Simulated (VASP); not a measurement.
Runs of VASP 6.6.1 on InP. The structure is that of space group F-43m (No. 216), or close to it. The cells are those of the table. 

```tsv
level	cell	k mesh	smearing	grid for exact exchange (PRECFOCK)	screening parameter	gap on the mesh (eV)	pressure (GPa)
r2SCAN	a = 4.115 Å, angles 60.0°, 2 atoms	8 × 8 × 8	gaussian 0.01 eV	-	-	1.30	3.3
HSE06	a = 4.115 Å, angles 60.0°, 2 atoms	6 × 6 × 6	gaussian 0.01 eV	Normal	0.2079 1/Å	1.63	(b)
r2SCAN	a = 4.177 Å, angles 60.0°, 2 atoms	8 × 8 × 8	gaussian 0.01 eV	-	-	1.03	-0.1
PBE	a = 4.177 Å, angles 60.0°, 2 atoms	4 × 4 × 4	gaussian 0.01 eV	-	-	0.57	1.8
PBE	a = 4.115 Å, angles 60.0°, 2 atoms	8 × 8 × 8	fermi-dirac 0.02 eV	-	-	(a)	5.0
```

Alike in all rows: task single point; potentials or basis VASP PAW PBE potentials, release 64 (In_d, P); no spin polarisation; cutoff (eV) 520.

Problem. Fill in the values left out.

Solution. (a) 0.83; (b) 3.1.

Caveats: some runs use coarse meshes; spin-orbit coupling is left out, which moves the levels of the heavy elements; the PAW data sets were made with another functional, which shifts forces and pressure a little (some runs).

A k mesh can miss the band edges, and the runs leave out spin-orbit coupling on In.
